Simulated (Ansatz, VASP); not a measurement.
One calculation of F, two programs

File INCAR:

```
SYSTEM = F
PREC = Accurate ; ENCUT = 520
EDIFF = 1E-6 ; ISMEAR = -1
SIGMA = 0.1 ; LREAL = .FALSE.
LASPH = .TRUE. ; NELM = 60
ALGO = Normal ; ISIF = 2
LWAVE = .FALSE. ; LCHARG = .FALSE.
GGA = PS ; NBANDS = 14
```

File KPOINTS:

```
regular mesh
0
G
  18 18 10
  0 0 0
```

POSCAR

```
F
1.0
    1.8425033899      0.0000000000      0.0000000000
   -0.9212516949      1.5956547422      0.0000000000
    0.0000000000      0.0000000000      2.6679758353
F
2
Direct
    0.3333333333      0.6666666667      0.2500000000
    0.6666666667      0.3333333333      0.7500000000
```

Input for Ansatz:

```yaml
crystal:
  lattice:
    - [1.8425033899, 0.0, 0.0]
    - [-0.9212516949, 1.5956547422, 0.0]
    - [0.0, 0.0, 2.6679758353]
  atoms:
    - { symbol: F, position: [0.3333333333, 0.6666666667, 0.25] }
    - { symbol: F, position: [0.6666666667, 0.3333333333, 0.75] }
kpoints:
  mp_grid: { grid: [18, 18, 10] }
  band_path:
    path:
      - [0.0, 0.0, 0.0]
      - [0.5, 0.0, 0.0]
      - [0.3333333333, 0.3333333333, 0.0]
      - [0.0, 0.0, 0.0]
      - [0.0, 0.0, 0.5]
      - [0.5, 0.0, 0.5]
      - [0.3333333333, 0.3333333333, 0.5]
      - [0.0, 0.0, 0.5]
      - [0.5, 0.0, 0.5]
    npoints: 8
scf:
  occupations: { method: fermi_dirac, width: 0.1 }
hamiltonian:
  xc: pbesol
  pseudopotentials: { kind: all_electron, lapw: { basis_error: 0.001 } }
output:
  forces: true
  stress: true
  eigenvalues: true
  populations: true
  dos: { projected: true, de: 0.2, e_range: [-14, 8] }
```

Change from the starting cell: volume scaled by 0.4, LAPW.

Alike in both runs: task single point; functional PBEsol; k mesh 18 × 18 × 10; occupations fermi-dirac, width 0.1 eV; no spin polarisation.

|  | VASP | Ansatz |
| --- | --- | --- |
| version | VASP 6.6.1 | Ansatz 0.2.0 |
| potentials or method | VASP PAW PBE potentials, release 64 (F), cutoff 520 eV | all-electron LAPW, scalar-relativistic |

|  | VASP | Ansatz | Ansatz less VASP |
| --- | --- | --- | --- |
| pressure (GPa) | 526.3 | 526.4 | +0.08 |
| traceless stress, the component that is largest in VASP (GPa) | -0.39 | -0.49 | -0.094 |

VASP's potentials were made for PBE, not for PBEsol. Both programs put the cell under a high pressure, so it lies far from rest at this level. Ansatz ran all-electron here, and VASP with PAW potentials.

Noted on VASP's run: the cell as given lies far from equilibrium.
